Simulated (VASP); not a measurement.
Input of a VASP 6.6.1 run:

Contents of POSCAR:

```
MgO
1.0
    2.6233491278      0.0000000000      0.0000000000
    0.0000000000      2.6233491278      0.0000000000
    0.0000000000      0.0000000000      2.6233491278
Mg O
1 1
Direct
    0.0000000000      0.0000000000      0.0000000000
    0.5000000000      0.5000000000      0.5000000000
```

Contents of INCAR.step1:

```
  ALGO = Normal
  EDIFF = 1E-5
  ENCUT = 660
  GGA = PE
  GGA_COMPAT = F
  ISMEAR = -1
  LASPH = T
  LCHARG = F
  LREAL = F
  LWAVE = T
  NBANDS = 11
  NELM = 120
  PREC = Accurate
  SIGMA = 0.05
```

File INCAR.step2:

```
  ALGO = Normal
  EDIFF = 1E-6
  ENCUT = 660
  GGA_COMPAT = F
  ISIF = 2
  ISMEAR = -1
  ISTART = 1
  LASPH = T
  LCHARG = F
  LMIXTAU = T
  LREAL = F
  LWAVE = F
  METAGGA = R2SCAN
  NBANDS = 11
  NELM = 120
  PREC = Accurate
  SIGMA = 0.05
```

The input KPOINTS:

```
k-points
0
Gamma
  6 6 6
```

Potentials or basis: VASP PAW PBE potentials, release 64 (Mg, O).

The run is started by

```bash
$ cat potpaw_PBE.64/Mg/POTCAR potpaw_PBE.64/O/POTCAR > POTCAR
$ cp INCAR.step1 INCAR
$ mpirun -np 1 vasp_std > vasp.out
$ cp INCAR.step2 INCAR
$ mpirun -np 1 vasp_std > vasp.out
```

(1) Estimate the pressure.

(2) Estimate the band gap on the k mesh.

## Answers

(1) -1.4 GPa.

(2) 3.45 eV, indirect (least direct gap 4.51 eV).

Caveat: the PAW data sets were made with another functional, which shifts forces and pressure a little.
